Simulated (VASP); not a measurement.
# YBeO3 (P1) in VASP: single point with r2SCAN

Aim: the single point of YBeO3 with r2SCAN.

Everything below comes from runs of VASP 6.6.1. Logs are shortened: lines on timing, memory, paths and dates and some standing lists are left out, and cuts for length are marked.

**1. The cell of the first run**

The typed cell holds 10 atoms: a = 3.467 Å, b = 3.497 Å, c = 10.853 Å, α = 90.00°, β = 89.43°, γ = 120.73°.

**2. Single point, r2SCAN**

Input file POSCAR:

```
YBeO3
1.0
    1.7603678700      2.9870451100      0.0173675400
   -3.4972119400     -0.0135866200      0.0000040400
   -0.0000131500      0.0627304400     10.8524488900
Y Be O
2 2 6
Direct
    0.9677640000      0.0153260000      0.0169350000
    0.9547050000      0.0004840000      0.5077060000
    0.6451200000      0.3371750000      0.2369550000
    0.3839960000      0.6779340000      0.7304020000
    0.9896560000      0.9981870000      0.2665480000
    0.9707720000      0.9988020000      0.7561590000
    0.6873140000      0.3748170000      0.0684430000
    0.2655280000      0.6248350000      0.5650270000
    0.6756460000      0.3552640000      0.4278460000
    0.3795700000      0.6678920000      0.9067350000
```

Input file INCAR.step1:

```
ALGO     = Normal         # electronic algorithm
EDIFF    = 1E-4           # SCF threshold, eV
ENCUT    = 520            # plane-wave cutoff, eV
GGA      = PE             # functional
ISMEAR   = -1             # smearing method
LASPH    = True           # aspherical terms in the spheres
LCHARG   = False          # write CHGCAR
LREAL    = False          # projectors in reciprocal space
LWAVE    = True           # write WAVECAR
NBANDS   = 42             # bands
NELM     = 100            # most SCF steps
PREC     = Accurate       # precision mode
SIGMA    = 0.1            # smearing width, eV
```

Input file INCAR.step2:

```
ALGO     = Normal         # electronic algorithm
EDIFF    = 1E-7           # SCF threshold, eV
ENCUT    = 520            # plane-wave cutoff, eV
ISIF     = 2              # what is computed and relaxed
ISMEAR   = -1             # smearing method
ISTART   = 1            
LASPH    = True           # aspherical terms in the spheres
LCHARG   = False          # write CHGCAR
LMIXTAU  = True         
LREAL    = False          # projectors in reciprocal space
LWAVE    = False          # write WAVECAR
METAGGA  = R2SCAN         # meta-GGA
NBANDS   = 42             # bands
NELM     = 100            # most SCF steps
PREC     = Accurate       # precision mode
SIGMA    = 0.1            # smearing width, eV
```

Input file KPOINTS:

```
Automatic mesh
0
Gamma
  6 6 2
  0.5 0.5 0
```

Potentials or basis: VASP PAW PBE potentials, release 64 (Y_sv, Be, O).

Started as:

```bash
$ cat potpaw_PBE.64/Y_sv/POTCAR potpaw_PBE.64/Be/POTCAR potpaw_PBE.64/O/POTCAR > POTCAR
$ cp INCAR.step1 INCAR
$ mpirun -np 1 vasp_std > vasp.out
$ cp INCAR.step2 INCAR
$ mpirun -np 1 vasp_std > vasp.out
```

OUTCAR:

```text
EDIFF = 1E-7
   ENCUT = 520
   ISIF = 2
   ISMEAR = -1
   ISTART = 1
   LASPH = True
   LREAL = False
   METAGGA = R2SCAN
   NELM = 100
   PREC = Accurate

 ion  position               nearest neighbor table
   1  0.968  0.015  0.017-   7 2.01   7 2.02  10 2.14   7 2.22  10 2.30  10 2.59   5 2.71   6 2.83
                             3 3.07   3 3.13   3 3.15
   2  0.955  0.000  0.508-   8 1.98   9 2.11   9 2.14   8 2.14   8 2.18   9 2.31   5 2.62   6 2.70
                             4 2.94   4 3.18   4 3.33
   3  0.645  0.337  0.237-   7 1.83   5 1.98   5 2.01   9 2.07   5 2.10   1 3.07   1 3.13   1 3.15

   4  0.384  0.678  0.730-   6 1.78   8 1.83  10 1.91   6 2.07   2 2.94   2 3.18   2 3.33
   5  0.990  0.998  0.267-   3 1.98   3 2.01   3 2.10   2 2.62   1 2.71
   6  0.971  0.999  0.756-   4 1.78   4 2.07   2 2.70   1 2.83
   7  0.687  0.375  0.068-   3 1.83   1 2.01   1 2.02   1 2.22
   8  0.266  0.625  0.565-   4 1.83   2 1.98   2 2.14   2 2.18
   9  0.676  0.355  0.428-   3 2.07   2 2.11   2 2.14   2 2.31
  10  0.380  0.668  0.907-   4 1.91   1 2.14   1 2.30   1 2.59

  LATTYP: Found a triclinic cell.
 ALAT       =     3.4672229750
 B/A-ratio  =     1.0086568868
 C/A-ratio  =     3.1300641081
 COS(alpha) =     0.0000200890
 COS(beta)  =     0.0099880664
 COS(gamma) =     0.5110600384

  Lattice vectors:

 A1 = (  -1.7603678700,  -2.9870451100,  -0.0173675400)
 A2 = (  -3.4972119400,  -0.0135866200,   0.0000040400)
 A3 = (   0.0000131500,  -0.0627304400, -10.8524488900)

Analysis of symmetry for initial positions (statically):
=====================================================================
 Subroutine PRICEL returns:
 Original cell was already a primitive cell.

 Routine SETGRP: Setting up the symmetry group for a
 triclinic supercell.

 Subroutine GETGRP returns: Found  1 space group operations
 (whereof  1 operations were pure point group operations)
 out of a pool of  2 trial point group operations.

The static configuration has the point symmetry C_1 .

Analysis of symmetry for dynamics (positions and initial velocities):
=====================================================================
 Subroutine PRICEL returns:
 Original cell was already a primitive cell.

 Routine SETGRP: Setting up the symmetry group for a
 triclinic supercell.

 Subroutine GETGRP returns: Found  1 space group operations
 (whereof  1 operations were pure point group operations)
 out of a pool of  2 trial point group operations.

The dynamic configuration has the point symmetry C_1 .

 Subroutine INISYM returns: Found  1 space group operations
 (whereof  1 operations are pure point group operations),
 and found     1 'primitive' translations

----------------------------------------------------------------------------------------

                                     Primitive cell

  volume of cell :     113.1049

  direct lattice vectors                    reciprocal lattice vectors
     1.760367870  2.987045110  0.017367540    -0.001303643  0.335558567 -0.001939632
    -3.497211940 -0.013586620  0.000004040    -0.286598270  0.168907844 -0.000976686
    -0.000013150  0.062730440 10.852448890     0.000002193 -0.000537069  0.092148206

  length of vectors
     3.467222975  3.497238332 10.852630189     0.335566705  0.332670079  0.092149771

  position of ions in fractional coordinates (direct lattice)
     0.967764000  0.015326000  0.016935000
     0.954705000  0.000484000  0.507706000
     0.645120000  0.337175000  0.236955000
     0.383996000  0.677934000  0.730402000
     0.989656000  0.998187000  0.266548000
     0.970772000  0.998802000  0.756159000
     0.687314000  0.374817000  0.068443000
     0.265528000  0.624835000  0.565027000
     0.675646000  0.355264000  0.427846000
     0.379570000  0.667892000  0.906735000

  ion indices of the primitive-cell ions
   primitive index   ion index
                 1           1
                 2           2
                 3           3
                 4           4
                 5           5
                 6           6
                 7           7
                 8           8
                 9           9
                10          10

----------------------------------------------------------------------------------------

 KPOINTS: Automatic mesh

Automatic generation of k-mesh.
 Grid dimensions read from file:
 generate k-points for:    6    6    2

 Generating k-lattice:

  Cartesian coordinates                     Fractional coordinates (reciprocal lattice)
    -0.000217274  0.055926428 -0.000323272     0.166666667  0.000000000  0.000000000
    -0.047766378  0.028151307 -0.000162781    -0.000000000  0.166666667 -0.000000000
     0.000001096 -0.000268534  0.046074103     0.000000000  0.000000000  0.500000000

  Length of vectors
     0.055927784  0.055445013  0.046074885

  Shift w.r.t. Gamma in fractional coordinates (k-lattice)
     0.500000000  0.500000000  0.000000000

 Subroutine IBZKPT returns following result:
 ===========================================

 Found     36 irreducible k-points:

 Following reciprocal coordinates:
            Coordinates               Weight
  0.083333  0.083333  0.000000      2.000000
  0.250000  0.083333  0.000000      2.000000
  0.416667  0.083333  0.000000      2.000000
 -0.416667  0.083333 -0.000000      2.000000
 -0.250000  0.083333  0.000000      2.000000
 -0.083333  0.083333 -0.000000      2.000000
[... 16 lines left out ...]
 -0.250000  0.083333  0.500000      2.000000
 -0.083333  0.083333  0.500000      2.000000
 [... further k-points ...]
   k-points           NKPTS =     36   k-points in BZ     NKDIM =     36   number of bands    NBANDS=     42
   number of dos      NEDOS =    301   number of ions     NIONS =     10
   total plane-waves  NPLWV =  65856
   dimension x,y,z NGX =    28 NGY =   28 NGZ =   84
   dimension x,y,z NGXF=    56 NGYF=   56 NGZF=  168
   ions per type =               2   2   6
   NGX,Y,Z   is equivalent  to a cutoff of  13.43, 13.31, 12.87 a.u.
   NGXF,Y,Z  is equivalent  to a cutoff of  26.85, 26.62, 25.74 a.u.
 SYSTEM =  unknown system
   PREC   = accura    normal or accurate (medium, high low for compatibility)
   ISTART =      1    job   : 0-new  1-cont  2-samecut
   ICHARG =      0    charge: 1-file 2-atom 10-const
   ISPIN  =      1    spin polarized calculation?
   LNONCOLLINEAR =      F non collinear calculations
   LSORBIT =      F    spin-orbit coupling
   LASPH  =      T    aspherical Exc in radial PAW
   ENCUT  =  520.0 eV  38.22 Ry    6.18 a.u.   6.45  6.50 20.18*2*pi/ulx,y,z
   NELM   =    100;   NELMIN=  2; NELMDL=  0     # of ELM steps
   EDIFF  = 0.1E-06   stopping-criterion for ELM
   LREAL  =      F    real-space projection
   EDIFFG = 0.1E-05   stopping-criterion for IOM
   NSW    =      0    number of steps for IOM
   IBRION =     -1    ionic relax: 0-MD 1-quasi-New 2-CG
   NFREE  =      0    steps in history (QN), initial steepest desc. (CG)
   ISIF   =      2    stress and relaxation
   ISYM   =      2    0-nonsym 1-usesym 2-fastsym
   POTIM  = 0.5000    time-step for ionic-motion
   TEBEG  =    0.0;   TEEND  =   0.0 temperature during run
   PSTRESS=    0.0 pullay stress
   NELECT =      62.0000    total number of electrons
   NUPDOWN=      -1.0000    fix difference up-down
   EMIN   =  10.00;   EMAX   =-10.00  energy-range for DOS
   EFERMI =   0.00;   METHOD = LEGACY
   ISMEAR =    -1;   SIGMA  =   0.10  broadening in eV -4-tet -1-fermi 0-gaus
   EFERMI_NEDOS =   21; number of points for ismear=-14 and -15
   IALGO  =     38    algorithm
   IMIX   =      4    mixing-type and parameters
     AMIX     =   0.40;   BMIX     =  1.00
     AMIX_MAG =   1.60;   BMIX_MAG =  1.00
  volume/ion in A,a.u.               =      11.31        76.33
  Fermi-wavevector in a.u.,A,eV,Ry     =   1.339815  2.531884 24.423887  1.795105
  Thomas-Fermi vector in A             =   2.468177
   LORBIT       =      0    0 simple, 1 ext, 2 COOP (PROOUT), +10 PAW based schemes
   METAGGA = R2SCAN    functional components
   LHFCALC =     F    Hartree Fock is set to
   AEXX    =    0.0000 exact exchange contribution
   IVDW    =     0    specifies the selected vdW correction
   LEPSILON=     F    determine dielectric tensor
   LRPA    =     F    only Hartree local field effects (RPA)
 non-spin polarized calculation
  energy-cutoff  :      520.00
  volume of cell :      113.10
 maximum number of plane-waves:      3078
 NGX is ok and might be reduce to    28
   NGX = 13   NGY = 13   NGZ = 41

 number of electron      62.0000004 magnetization

 Free energy of the ion-electron system (eV)
  ---------------------------------------------------
  ext. energy  EPLUGINS =         0.00000000
  ---------------------------------------------------
  free energy    TOTEN  =      -107.62407353 eV

  energy without entropy =     -107.34234987  energy(sigma->0) =     -107.48321170

 E-fermi :   1.7145     XC(G=0): -11.1171

 val. band max:        1.7102784215   @ k =  -0.4167   0.4167   0.5000
 cond. band min:       1.7236979525   @ k =  -0.2500   0.4167   0.0000
 fundamental gap:      0.0134195311
 Fermi energy:         1.7144686667

 k-point     1 :       0.0833    0.0833    0.0000
  band No.  band energies     occupation
      1     -38.8075      2.00000
      2     -38.2935      2.00000
      3     -19.2157      2.00000
      4     -18.9911      2.00000
      5     -18.7893      2.00000
      6     -18.4472      2.00000
[... 34 lines left out ...]
     41      11.5088      0.00000
     42      11.7717      0.00000

 k-point     2 :       0.2500    0.0833    0.0000
  band No.  band energies     occupation
      1     -38.7494      2.00000
      2     -38.2288      2.00000
      3     -19.9069      2.00000
      4     -19.7563      2.00000
      5     -18.6941      2.00000
      6     -18.3845      2.00000
[... 979 lines left out ...]
     41      11.7709      0.00000
     42      12.0934      0.00000

 k-point    24 :      -0.0833    0.0833    0.5000
  band No.  band energies     occupation
      1     -38.8240      2.00000
      2     -38.3122      2.00000
      3     -19.2060      2.00000
      4     -18.8636      2.00000
      5     -18.5109      2.00000
      6     -18.1332      2.00000
[... 34 lines left out ...]
     41      11.4147      0.00000
     42      11.7041      0.00000

 [... further k-points ...]
[... 5 lines left out ...]
  --------------------------------------------------------------------------------------
  -------------------------------------------------------------------------------------
  Total       18.2220304      6.9537448     -6.7425345     -1.8344983      1.4145915     -1.0251158
  in kB      258.1225688     98.5026598    -95.5107796    -25.9864238     20.0382713    -14.5211883
  external PRESSURE =      87.0381497 kB  Pullay stress =       0.0000000 kB

 VOLUME and BASIS-vectors are now :
 -----------------------------------------------------------------------------
  energy-cutoff  :      520.00
  volume of cell :      113.10
      direct lattice vectors                 reciprocal lattice vectors
     1.760367870  2.987045110  0.017367540    -0.001303643  0.335558567 -0.001939632
    -3.497211940 -0.013586620  0.000004040    -0.286598270  0.168907844 -0.000976686
    -0.000013150  0.062730440 10.852448890     0.000002193 -0.000537069  0.092148206

 POSITION                                       TOTAL-FORCE (eV/Angst)
 -----------------------------------------------------------------------------------
      1.65002      2.89161      0.20059         0.098104      2.795719     -2.680739
      1.67893      2.88359      5.52643         2.073327      0.203444     -2.156724
     -0.04353      1.93729      2.58275        -0.304798     -0.000893      1.421634
     -1.69491      1.18362      7.93332         0.157506     -0.186781      1.877208
     -1.74872      2.95931      2.90989        -0.114645      0.369153     -2.255933
     -1.78412      2.93360      8.22304         0.028449     -0.779247     -2.010107
     -0.10089      2.05224      0.75471         0.814579     -1.801073      4.937478
     -1.71776      0.82010      6.13654        -2.226842      2.138828      5.643305
     -0.05305      2.04020      4.65491         0.292241     -1.784200     -2.912624
     -1.66759      1.18160      9.84689        -0.817921     -0.954950     -1.863498
 -----------------------------------------------------------------------------------
    total drift:                                0.000020      0.000067      0.006861

  FREE ENERGIE OF THE ION-ELECTRON SYSTEM (eV)
  ---------------------------------------------------
  free  energy   TOTEN  =      -107.6240735281 eV

  energy  without entropy=     -107.3423498727  energy(sigma->0) =     -107.48321170
```

It used 2200 s of CPU time on 1 thread of AMD EPYC 7R13 Processor (Zen 3) (shared host).

What came out:

- Free energy: -107.6241 eV
- Pressure: 8.7 GPa
- Largest force: 6.433 eV/Å
- Band gap on the k mesh: zero (band 31 reaches 1.76 eV, above the bottom of band 32 at 1.64 eV)

Forces in eV/Å, atoms in the order of the input:
```
Y    0.098  2.796 -2.681
Y    2.073  0.203 -2.157
Be  -0.305 -0.001  1.422
Be   0.158 -0.187  1.877
O   -0.115  0.369 -2.256
O    0.028 -0.779 -2.010
O    0.815 -1.801  4.937
O   -2.227  2.139  5.643
O    0.292 -1.784 -2.913
O   -0.818 -0.955 -1.863
```

Stress tensor (GPa, compression positive):
```
25.81 -2.60 -1.45
-2.60  9.85  2.00
-1.45  2.00 -9.55
```

Caveat: the PAW data sets were made with another functional, which shifts forces and pressure a little.
